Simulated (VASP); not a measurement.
BeAs7O12 (a cell with a defect), 20 atoms in the cell. The cell holds a defect, 20 atoms: a = 7.830 Å, b = 7.830 Å, c = 7.830 Å, α = 60.00°, β = 60.00°, γ = 60.00°. 

| Quantity | Value |
| --- | --- |
| Program | VASP 6.6.1 |
| Task | electric field gradients |
| Functional | PBE |
| Potentials or basis | VASP PAW PBE potentials, release 64 (Be, As, O) |
| Cutoff | 520 eV |
| k mesh | 3 × 3 × 3 |
| Occupations | fermi-dirac, width 0.01 eV |
| Spin | no spin polarisation |
| Dipole correction | no |
| Charge | -1 |
| Further INCAR settings | LREAL = Auto; ALGO = Normal; EDIFF = 1e-08; NBANDS = 70; NELECT = 110.0 |

Potentials or basis: VASP PAW PBE potentials, release 64 (Be, As, O).

Launch:

```bash
$ cat potpaw_PBE.64/Be/POTCAR potpaw_PBE.64/As/POTCAR potpaw_PBE.64/O/POTCAR > POTCAR
$ mpirun -np 1 vasp_std > vasp.out
```

Hardware: 1 thread of AMD EPYC 7R13 Processor (Zen 3), on a shared host.

**Question.** How long does it take, and how much memory?

**Answer.** Wall time 8.3 min on 1 thread of AMD EPYC 7R13 Processor (Zen 3), with other jobs on the host, peak memory 0.48 GiB. Counts: scf iterations 20, k points 6.
